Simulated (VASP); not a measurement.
Crystal: Al2Pt.

```xyz
3
Lattice="0.0000 2.9732 2.9732 2.9732 0.0000 2.9732 2.9732 2.9732 0.0000" Properties=species:S:1:pos:R:3 pbc="T T T"
Al    1.4866    1.4866    1.4866
Al    4.4598    4.4598    4.4598
Pt    0.0000    0.0000    0.0000
```

- Program: VASP 6.6.1
- Task: relaxation of cell and atoms
- Functional: PBE
- Dispersion: D3(BJ)
- Potentials or basis: VASP PAW PBE potentials, release 64 (Al, Pt)
- Cutoff: 500 eV
- k mesh: 12 × 12 × 12
- Occupations: gaussian, width 0.1 eV
- Spin: no spin polarisation

At the start: pressure -4.2 GPa; volume 17.52 Å³/atom.

Problem. How do energy, volume and symmetry change on relaxing?

Solution. Over 3 steps the energy falls by 7.6 meV/atom and the volume is 16.97 Å³/atom (-3.2 %); space group Fm-3m (No. 225, to 0.1 Å) before and after.

Step by step:
```tsv
step	energy change (eV)	largest force (eV/Å)	pressure (GPa)	volume (Å³)
1	0.0000	0.0000	-4.23	52.57
2	0.0059	0.0000	5.39	49.12
3	-0.0229	0.0000	-0.02	50.90
```

Final structure:
```
CELL_PARAMETERS angstrom
0.00000 2.94146 2.94146
2.94146 0.00000 2.94146
2.94146 2.94146 0.00000
ATOMIC_POSITIONS crystal
Al 0.25000 0.25000 0.25000
Al 0.75000 0.75000 0.75000
Pt 0.00000 0.00000 0.00000
```
